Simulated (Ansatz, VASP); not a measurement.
LiCl in VASP and in Ansatz

File INCAR:

```
SYSTEM = LiCl
ALGO = Normal
EDIFF = 1E-6
ENCUT = 520
GGA = PE
ISIF = 2
ISMEAR = 0
LASPH = .TRUE.
LCHARG = .FALSE.
LREAL = .FALSE.
LWAVE = .FALSE.
NBANDS = 18
NELM = 80
PREC = Accurate
SIGMA = 0.1
```

The input KPOINTS:

```
k-points
0
G
  6 6 6
  0 0 0
```

Contents of POSCAR:

```
LiCl
1.0
    1.9099025392     -4.8459859305      0.0000000000
    1.9099025392      4.8459859305      0.0000000000
    0.0000000000      0.0000000000      3.6991896520
Li Cl
2 2
Direct
    0.8620000000      0.1380000000      0.7500000000
    0.1380000000      0.8620000000      0.2500000000
    0.5830000000      0.4170000000      0.7500000000
    0.4170000000      0.5830000000      0.2500000000
```

Input for Ansatz:

```yaml
crystal:
  lattice:
    - [1.9099025392, -4.8459859305, 0.0]
    - [1.9099025392, 4.8459859305, 0.0]
    - [0.0, 0.0, 3.699189652]
  atoms:
    - { symbol: Li, position: [0.862, 0.138, 0.75] }
    - { symbol: Li, position: [0.138, 0.862, 0.25] }
    - { symbol: Cl, position: [0.583, 0.417, 0.75] }
    - { symbol: Cl, position: [0.417, 0.583, 0.25] }
basis:
  ecutwfc: 420
kpoints:
  mp_grid: { grid: [6, 6, 6] }
hamiltonian:
  xc: pbe
scf:
  occupations: { method: gaussian, width: 0.1 }
  lower_state_search: "off"
output:
  forces: true
  stress: true
  eigenvalues: true
```

Alike in both runs: task single point; functional PBE; k mesh 6 × 6 × 6; occupations gaussian, width 0.1 eV; no spin polarisation.

|  | VASP | Ansatz |
| --- | --- | --- |
| version | VASP 6.6.1 | Ansatz 0.2.0 |
| potentials or method | VASP PAW PBE potentials, release 64 (Li_sv, Cl), cutoff 520 eV | scalar-relativistic, plane waves, PAW |
| valence electrons in the cell | 20 | 20 |

Ansatz gave:

| Item | Value |
| --- | --- |
| gap on the k mesh at the Fermi level (eV) | 2.80 |
| least direct gap on the mesh (eV) | 3.21 |
| rms of the force components (eV/Å) | 2.414 |

Task: Which values does VASP return?

Result: gap on the k mesh at the Fermi level (eV): 2.82; least direct gap on the mesh (eV): 3.23; rms of the force components (eV/Å): 2.409.

Atom by atom the forces differ by 0.005 eV/Å (rms over components). The functional is the same, so the differences come from potentials, cutoffs and numerics.

Noted on VASP's run: the cutoff is under 1.25 times that of the potentials, so the pressure is a little rough.
